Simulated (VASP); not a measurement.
# Si16O (a cell with a defect): single point with PBE

Si16O (a cell with a defect):

```
Si O
1.0
     0.00000    5.43000    5.43000
     5.43000    0.00000    5.43000
     5.43000    5.43000    0.00000
Si O
16 1
Cartesian
  -0.3445 0.2168 -0.4200
  1.1823 1.5069 0.7056
  3.0109 2.7966 0.1109
  4.2423 4.3698 1.4166
  2.6174 0.0944 2.7853
  3.8331 1.7084 3.8432
  5.4538 2.9053 2.7806
  6.9204 4.1542 4.1925
  -0.1596 2.5959 2.5776
  1.2292 4.0913 3.9117
  2.7030 5.5688 2.8770
  4.2103 6.7911 4.3248
  2.4743 2.7656 5.4915
  3.8325 4.0308 6.9799
  5.3742 5.1544 5.7967
  6.5900 6.7556 7.0124
  7.0114 5.4071 1.5184
```

```
Program                : VASP 6.6.1
Task                   : single point
Functional             : PBE
Potentials or basis    : VASP PAW PBE potentials, release 64 (Si, O)
Cutoff                 : 520 eV
k mesh                 : 2 × 2 × 2
Occupations            : fermi-dirac, width 0.05 eV
Spin                   : collinear spin, ferromagnetic start
Starting moments       : [0.0, 0.0, 0.0, 0.0, 0.0, 0.0, 0.0, 0.0, 0.0, 0.0, 0.0, 0.0, 0.0, 0.0, 0.0, 0.0, 1.0] μB
Dipole correction      : no
Further INCAR settings : LREAL = Auto; ALGO = Normal; EDIFF = 1e-07; NBANDS = 53
```

The pressure is 3.3 GPa and the largest force is 2.490 eV/Å. The band gap on the k mesh is 0.41 eV. The net moment is 0.00 μB per cell. The valence electrons inside the program's atomic spheres are Si 1.70, 1.62, 1.71, 1.66, 1.72, 1.73, 1.68, 1.67, 1.65, 1.75, 1.69 (each value once); O 5.13.

Forces on the atoms (eV/Å):
```
Si   0.790 -1.194 -0.277
Si  -0.621 -0.424  2.043
Si  -1.025  1.153  0.149
Si  -0.991  0.199 -0.094
Si   0.726 -0.460  0.518
Si  -1.118  0.445  0.643
Si   0.393  0.852 -0.091
Si  -0.618 -0.878  1.675
Si   1.612 -0.237  0.162
Si  -0.674 -0.227  0.386
Si   0.672 -0.099 -0.024
Si   0.562 -1.540 -1.061
Si  -0.554  0.080 -0.036
Si  -0.014 -1.068 -0.023
Si   0.706  1.442 -1.677
Si   1.035  0.043 -0.964
O   -0.881  1.912 -1.330
```

Stress tensor (GPa, compression positive):
```
 4.50 -1.14  0.87
-1.14  2.91 -0.59
 0.87 -0.59  2.57
```

Levels at points of the mesh, in eV from the valence-band top:
Spin up:
```tsv
k point	band 31	band 32	band 33	band 34	band 35	band 36	band 37	band 38	band 39	band 40
(0.00, 0.00, 0.00)	-0.75	-0.63	-0.09	-0.03	0.00	0.41	0.54	0.93	1.12	1.30
(0.50, 0.00, 0.00)	-1.26	-1.16	-0.92	-0.39	-0.31	0.88	1.40	1.49	1.65	1.92
(0.00, 0.50, 0.00)	-1.17	-0.90	-0.61	-0.45	-0.14	1.02	1.16	1.35	1.63	1.79
(0.00, 0.00, 0.50)	-1.58	-1.02	-0.61	-0.42	-0.28	1.28	1.45	1.51	1.69	1.92
(0.50, 0.50, 0.50)	-1.39	-0.88	-0.77	-0.61	-0.42	1.03	1.24	1.52	1.71	1.80
(0.50, 0.50, 0.00)	-1.51	-1.32	-1.22	-1.02	-0.83	1.33	1.46	2.10	2.24	2.35
(0.00, 0.50, 0.50)	-1.34	-1.18	-1.10	-0.95	-0.62	1.30	1.52	1.96	2.28	2.57
(0.50, 0.00, 0.50)	-1.32	-1.15	-1.12	-0.80	-0.19	1.20	1.48	1.94	2.15	2.44
```
Spin down:
```
           k point  band 33  band 34  band 35  band 36  band 37  band 38
(0.00, 0.00, 0.00)    -0.09    -0.03     0.00     0.41     0.54     0.93
(0.50, 0.00, 0.00)    -0.92    -0.39    -0.31     0.88     1.40     1.49
(0.00, 0.50, 0.00)    -0.61    -0.45    -0.14     1.02     1.16     1.35
(0.00, 0.00, 0.50)    -0.61    -0.42    -0.28     1.28     1.45     1.51
(0.50, 0.50, 0.50)    -0.77    -0.61    -0.42     1.03     1.24     1.52
(0.50, 0.50, 0.00)    -1.22    -1.02    -0.83     1.33     1.46     2.10
(0.00, 0.50, 0.50)    -1.10    -0.95    -0.62     1.30     1.52     1.96
(0.50, 0.00, 0.50)    -1.12    -0.80    -0.19     1.20     1.48     1.94
```

Wall time 8.1 min on 1 thread of Intel(R) Xeon(R) Platinum 8259CL CPU @ 2.50GHz (Skylake/Cascade Lake), on a shared host, peak memory 0.71 GiB.

Caveat: the k points lie up to 0.50 Å⁻¹ apart; the atoms stand as in a frame of molecular dynamics.
